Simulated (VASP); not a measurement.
Be, 1 atom in the cell. Symmetry: R-3m, No. 166, trigonal system. The conventional cell has a = 3.527 Å, b = 3.527 Å, c = 2.192 Å, α = 90.00°, β = 90.00°, γ = 120.00°. Within 2.9 Å of Be (site symmetry -3m) lie 14 Be at 2.16 to 2.51 Å.  This cell differs from its parent crystal: equal xy, yz and zx shear strains of +1 %.

* Program: VASP 6.6.1
* Task: electric field gradients
* Functional: PBE
* Potentials or basis: VASP PAW PBE potentials, release 64 (Be)
* Cutoff: 520 eV
* k mesh: 23 × 23 × 23
* Occupations: fermi-dirac, width 0.03 eV
* Spin: no spin polarisation
* Dipole correction: no
* Further INCAR settings: ALGO = Normal; EDIFF = 1e-08; NBANDS = 7

Potentials or basis: VASP PAW PBE potentials, release 64 (Be).

The run is started by

```console
$ cat potpaw_PBE.64/Be/POTCAR > POTCAR
$ mpirun -np 1 vasp_std > vasp.out
```

Hardware: 1 thread of Intel Xeon 6975P-C, with other jobs on the host.

Q: How long does it take, and how much memory?

A: Wall time 23 s on 1 thread of Intel Xeon 6975P-C, on a shared host, peak memory 0.16 GiB. Counts: scf iterations 12, k points 1156.
